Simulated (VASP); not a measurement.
Here is a VASP 6.6.1 calculation.

Contents of INCAR:

```
PREC     = Accurate       # precision mode
ENCUT    = 600            # plane-wave cutoff, eV
EDIFF    = 1E-8           # SCF threshold, eV
ISMEAR   = -1             # smearing method
SIGMA    = 0.15           # smearing width, eV
LREAL    = F              # projectors in reciprocal space
LASPH    = T              # aspherical terms in the spheres
NELM     = 80             # most SCF steps
ALGO     = Normal         # electronic algorithm
ISIF     = 3              # what is computed and relaxed
LWAVE    = F              # write WAVECAR
LCHARG   = F              # write CHGCAR
GGA      = PE             # functional
IVDW     = 12             # dispersion correction
IBRION   = 6              # ionic algorithm
NFREE    = 2            
POTIM    = 0.015          # step
NSW      = 1              # ionic steps
```

Contents of KPOINTS:

```
regular mesh
0
Gamma
  18 18 6
```

Contents of POSCAR:

```
Al
1.0
    2.5995415600      0.0000000000      0.0000000000
   -1.2997707800      2.2512690291      0.0000000000
    0.0000000000      0.0000000000      8.5117214211
Al
4
Direct
    0.0000000000      0.0000000000      0.0000000000
    0.3333333333      0.6666666667      0.2500000000
    0.0000000000      0.0000000000      0.5000000000
    0.6666666667      0.3333333333      0.7500000000
```

Potentials or basis: VASP PAW PBE potentials, release 64 (Al).

Run with:

```console
$ cat potpaw_PBE.64/Al/POTCAR > POTCAR
$ mpirun -np 1 vasp_std > vasp.out
```

What does it give for the Voigt bulk modulus?

183 GPa.

Estimate the highest phonon frequency at Γ.

510 cm⁻¹.

What does it give for the dispersion energy per atom?

-0.451 eV.

Phonon frequencies in cm⁻¹ (negative: imaginary):
```csv
q point,frequencies
"(0.000, 0.000, 0.000)",0 0 0 150 150 172 172 232 232 363 363 510
```

Caveat: the cell is under stress, which shifts elastic constants.
